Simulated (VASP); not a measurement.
# Sn (I4_1/amd) in VASP: notebook, part 2 of 2

VASP 6.6.1. The steps go on from the part before.

### 3 Single point, LDA (27.73 Å³/atom)

This run uses another cell than the first one, of 27.73 Å³/atom.

The input, INCAR:

```
SYSTEM = Sn
  PREC = Accurate
  ENCUT = 520
  EDIFF = 1E-6
  ISMEAR = 0
  SIGMA = 0.1
  LREAL = .False.
  LASPH = .True.
  NELM = 60
  ALGO = Fast
  ISIF = 2
  LWAVE = .False.
  LCHARG = .True.
  GGA = CA
  LELF = .True.
  LVHAR = .True.
  NBANDS = 21
```

The input, KPOINTS:

```
Automatic mesh
0
Gamma
  16 16 16
  0 0 0
```

The input, POSCAR:

```
Sn
1.0
   -2.9510826012      2.9510826012      1.5921107785
    2.9510826012     -2.9510826012      1.5921107785
    2.9510826012      2.9510826012     -1.5921107785
Sn
2
Direct
    0.0000000000      0.0000000000      0.0000000000
    0.7500000000      0.2500000000      0.5000000000
```

Potentials or basis: VASP PAW LDA potentials, release 64 (Sn_d).

Launch:

```
$ cat potpaw_LDA.64/Sn_d/POTCAR > POTCAR
$ mpirun -np 1 vasp_std > vasp.out
```

OUTCAR:

```text
SYSTEM = Sn
   PREC = Accurate
   ENCUT = 520
   EDIFF = 1E-6
   ISMEAR = 0
   LREAL = .False.
   LASPH = .True.
   NELM = 60
   ISIF = 2
   GGA = CA

 ion  position               nearest neighbor table
   1  0.000  0.000  0.000-   2 3.06   2 3.06   2 3.06   2 3.06
   2  0.750  0.250  0.500-   1 3.06   1 3.06   1 3.06   1 3.06

  LATTYP: Found a body centered tetragonal cell.
 ALAT       =     5.9021652024
 C/A-ratio  =     0.5395005812

  Lattice vectors:

 A1 = (  -2.9510826012,   2.9510826012,   1.5921107785)
 A2 = (   2.9510826012,  -2.9510826012,   1.5921107785)
 A3 = (   2.9510826012,   2.9510826012,  -1.5921107785)

Analysis of symmetry for initial positions (statically):
=====================================================================
 Subroutine PRICEL returns:
 Original cell was already a primitive cell.

 Routine SETGRP: Setting up the symmetry group for a
 body centered tetragonal supercell.

 Subroutine GETGRP returns: Found 16 space group operations
 (whereof  8 operations were pure point group operations)
 out of a pool of 16 trial point group operations.

[... 156 lines left out ...]
 number of electron      27.9999989 magnetization

 Free energy of the ion-electron system (eV)
  ---------------------------------------------------
  ext. energy  EPLUGINS =         0.00000000
  ---------------------------------------------------
  free energy    TOTEN  =        -8.95434344 eV

  energy without entropy =       -8.94955796  energy(sigma->0) =       -8.95195070

 E-fermi :   7.4333     XC(G=0): -10.4452

 val. band max:        7.4251492821   @ k =  -0.1875   0.5000   0.1250
 cond. band min:       7.4428335790   @ k =  -0.0625   0.4375   0.0625
 fundamental gap:      0.0176842969
 Fermi energy:         7.4332686061

 k-point     1 :       0.0000    0.0000    0.0000
  band No.  band energies     occupation
      1     -14.0844      2.00000
      2     -14.0153      2.00000
      3     -13.9633      2.00000
      4     -13.9630      2.00000
      5     -13.8099      2.00000
      6     -13.8099      2.00000
[... 565 lines left out ...]
     20      17.4076      0.00000
     21      17.8983      0.00000

 [... further k-points ...]
[... 5 lines left out ...]
  --------------------------------------------------------------------------------------
  -------------------------------------------------------------------------------------
  Total       -1.0562496     -1.0562496     -1.0400874      0.0000000      0.0000000      0.0000000
  in kB      -30.5127352    -30.5127352    -30.0458450      0.0000000      0.0000000      0.0000000
  external PRESSURE =     -30.3571051 kB  Pullay stress =       0.0000000 kB

 VOLUME and BASIS-vectors are now :
 -----------------------------------------------------------------------------
  energy-cutoff  :      520.00
  volume of cell :       55.46
      direct lattice vectors                 reciprocal lattice vectors
    -2.951082601  2.951082601  1.592110778     0.000000000  0.169429348  0.314048499
     2.951082601 -2.951082601  1.592110778     0.169429348  0.000000000  0.314048499
     2.951082601  2.951082601 -1.592110778     0.169429348  0.169429348  0.000000000

 POSITION                                       TOTAL-FORCE (eV/Angst)
 -----------------------------------------------------------------------------------
      0.00000      0.00000      0.00000         0.000000     -0.000000     -0.000000
     -0.00000      2.95108      0.79606        -0.000000      0.000000      0.000000
 -----------------------------------------------------------------------------------
    total drift:                               -0.000000      0.000000     -0.000000

  FREE ENERGIE OF THE ION-ELECTRON SYSTEM (eV)
  ---------------------------------------------------
  free  energy   TOTEN  =        -8.9543434393 eV

  energy  without entropy=       -8.9495579649  energy(sigma->0) =       -8.95195070
```

stdout:

```text
POSCAR found type information on POSCAR Sn
 POSCAR found :  1 types and       2 ions
 scaLAPACK will be used
 LDA part: xc-table for (Slater(with rela. corr.)+CA(PZ))
 , standard interpolation
 POSCAR, INCAR and KPOINTS ok, starting setup
 FFT: planning ... GRIDC
 FFT: planning ... GRID_SOFT
 FFT: planning ... GRID
 WAVECAR not read
 entering main loop
WARNING in EDDRMM: call to ZHEGV failed, returncode =   8  4     21
WARNING in EDDRMM: call to ZHEGV failed, returncode =   6  3     16
WARNING in EDDRMM: call to ZHEGV failed, returncode =   8  4     20
WARNING in EDDRMM: call to ZHEGV failed, returncode =   6  3     17
```

It took 9.1 min on 1 thread of Intel Xeon 6975P-C (Granite Rapids), shared host; peak memory 0.42 GiB.

Results:

| Property | Result |
| --- | --- |
| Free energy | -8.9543 eV |
| Pressure | -3.0 GPa |
| Band gap on the k mesh | zero (bands 14 and 15 overlap by 4.08 eV) |

Caveat: the cell stands under tension; spin-orbit coupling is left out, which moves the levels of the heavy elements.

### 4 Single point, LDA (28.52 Å³/atom)

This run uses another cell than the first one, of 28.52 Å³/atom.

The input, INCAR:

```
SYSTEM = Sn
PREC = Accurate ; ENCUT = 520
EDIFF = 1E-6 ; ISMEAR = 0
SIGMA = 0.1 ; LREAL = .False.
LASPH = .True. ; NELM = 80
ALGO = Fast ; ISIF = 2
LWAVE = .False. ; LCHARG = .False.
NBANDS = 21
```

The input, KPOINTS:

```
regular mesh
0
Gamma
  16 16 16
  0 0 0
```

The input, POSCAR:

```
Sn
1.0
   -2.9786644111      2.9786644111      1.6069911810
    2.9786644111     -2.9786644111      1.6069911810
    2.9786644111      2.9786644111     -1.6069911810
Sn
2
Direct
    0.0000000000      0.0000000000      0.0000000000
    0.7500000000      0.2500000000      0.5000000000
```

Potentials or basis: VASP PAW LDA potentials, release 64 (Sn_d).

Launch:

```
$ cat potpaw_LDA.64/Sn_d/POTCAR > POTCAR
$ mpirun -np 1 vasp_std > vasp.out
```

OUTCAR:

```text
SYSTEM = Sn
   PREC = Accurate
   ENCUT = 520
   EDIFF = 1E-6
   ISMEAR = 0
   LREAL = .False.
   LASPH = .True.
   NELM = 80
   ISIF = 2

 ion  position               nearest neighbor table
   1  0.000  0.000  0.000-   2 3.09   2 3.09   2 3.09   2 3.09
   2  0.750  0.250  0.500-   1 3.09   1 3.09   1 3.09   1 3.09

  LATTYP: Found a body centered tetragonal cell.
 ALAT       =     5.9573288222
 C/A-ratio  =     0.5395005812

  Lattice vectors:

 A1 = (  -2.9786644111,   2.9786644111,   1.6069911810)
 A2 = (   2.9786644111,  -2.9786644111,   1.6069911810)
 A3 = (   2.9786644111,   2.9786644111,  -1.6069911810)
[... 192 lines left out ...]
      5     -14.1301      2.00000
      6     -14.1301      2.00000
[... 565 lines left out ...]
     20      16.9351      0.00000
     21      17.4252      0.00000

 [... further k-points ...]
[... 5 lines left out ...]
  --------------------------------------------------------------------------------------
  -------------------------------------------------------------------------------------
  Total       -1.5050614     -1.5050614     -1.4743951      0.0000000      0.0000000      0.0000000
  in kB      -42.2812827    -42.2812827    -41.4197838      0.0000000      0.0000000      0.0000000
  external PRESSURE =     -41.9941164 kB  Pullay stress =       0.0000000 kB

 VOLUME and BASIS-vectors are now :
 -----------------------------------------------------------------------------
  energy-cutoff  :      520.00
  volume of cell :       57.03
      direct lattice vectors                 reciprocal lattice vectors
    -2.978664411  2.978664411  1.606991181     0.000000000  0.167860467  0.311140475
     2.978664411 -2.978664411  1.606991181     0.167860467  0.000000000  0.311140475
     2.978664411  2.978664411 -1.606991181     0.167860467  0.167860467  0.000000000

 POSITION                                       TOTAL-FORCE (eV/Angst)
 -----------------------------------------------------------------------------------
      0.00000      0.00000      0.00000        -0.000000      0.000000      0.000000
      0.00000      2.97866      0.80350         0.000000     -0.000000     -0.000000
 -----------------------------------------------------------------------------------
    total drift:                               -0.000000      0.000000     -0.000000

  FREE ENERGIE OF THE ION-ELECTRON SYSTEM (eV)
  ---------------------------------------------------
  free  energy   TOTEN  =        -8.9194357416 eV

  energy  without entropy=       -8.9146681714  energy(sigma->0) =       -8.91705196
```

stdout:

```text
POSCAR found type information on POSCAR Sn
 POSCAR found :  1 types and       2 ions
 scaLAPACK will be used
 LDA part: xc-table for (Slater(with rela. corr.)+CA(PZ))
 , standard interpolation
 POSCAR, INCAR and KPOINTS ok, starting setup
 FFT: planning ... GRIDC
 FFT: planning ... GRID_SOFT
 FFT: planning ... GRID
 WAVECAR not read
 entering main loop
WARNING in EDDRMM: call to ZHEGV failed, returncode =   6  3     19
WARNING in EDDRMM: call to ZHEGV failed, returncode =   6  3     21
WARNING in EDDRMM: call to ZHEGV failed, returncode =   8  4     19
WARNING in EDDRMM: call to ZHEGV failed, returncode =   6  3     19
WARNING in EDDRMM: call to ZHEGV failed, returncode =   6  3     19
```

Run time: 8.1 min. Hardware: 1 thread of Intel Xeon 6975P-C (Granite Rapids), shared host; peak memory 0.42 GiB.

Results:

```yaml
Free_energy: -8.9194 eV
Pressure: -4.2 GPa
Band_gap_on_the_k_mesh: zero (bands 14 and 15 overlap by 3.92 eV)
```

Caveat: the cell stands under tension; spin-orbit coupling is left out, which moves the levels of the heavy elements.

### 5 The runs side by side

```tsv
cell	gap on the mesh (eV)	pressure (GPa)
a = 4.424 Å, angles 97.3, 97.3, 138.2°, 2 atoms	none	-1.6
a = 4.467 Å, angles 97.3, 97.3, 138.2°, 2 atoms	none	-3.0
a = 4.509 Å, angles 97.3, 97.3, 138.2°, 2 atoms	none	-4.2
```

Alike in all rows: task single point; level LDA; potentials or basis VASP PAW LDA potentials, release 64 (Sn_d); no spin polarisation; k mesh 16 × 16 × 16; cutoff (eV) 520; smearing gaussian 0.1 eV.

Caveats: spin-orbit coupling is left out, which moves the levels of the heavy elements; the cell stands under tension (at least some runs).

Absolute energies hang on the potentials; compare differences alone.

The gap in the log of VASP goes by the Fermi energy; the results here count the filled bands.